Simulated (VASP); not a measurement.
SiC, 2 atoms in the cell. It takes space group I-4m2 (No. 119, tetragonal). The conventional cell has a = 3.050 Å, b = 3.050 Å, c = 4.387 Å, α = 90.00°, β = 90.00°, γ = 90.00°. Within 2.5 Å of Si (site symmetry -4m2) lie 4 C at 1.88 Å. Within 2.5 Å of C (site symmetry -4m2) lie 4 Si at 1.88 Å.  This cell differs from its parent crystal: in-plane strain -0.01, then relaxed in part.

| Property | Result |
| --- | --- |
| Program | VASP 6.6.1 |
| Task | single point |
| Functional | PBEsol |
| Potentials or basis | VASP PAW PBE potentials, release 64 (Si, C) |
| Cutoff | 520 eV |
| k mesh | 10 × 10 × 10 |
| Occupations | gaussian, width 0.01 eV |
| Spin | no spin polarisation |
| Dipole correction | no |
| Further INCAR settings | ALGO = Normal; EDIFF = 1e-06; NBANDS = 11 |

Potentials or basis: VASP PAW PBE potentials, release 64 (Si, C).

Launch:

```bash
$ cat potpaw_PBE.64/Si/POTCAR potpaw_PBE.64/C/POTCAR > POTCAR
$ mpirun -np 1 vasp_std > vasp.out
```

Hardware: 1 thread of Intel Xeon 8259CL (shared host).

Task: Estimate the wall time of this run.

Result: It took 18 s on 1 thread of Intel Xeon 8259CL, on a shared host, peak memory 0.15 GiB. Counts: scf iterations 12, k points 102.
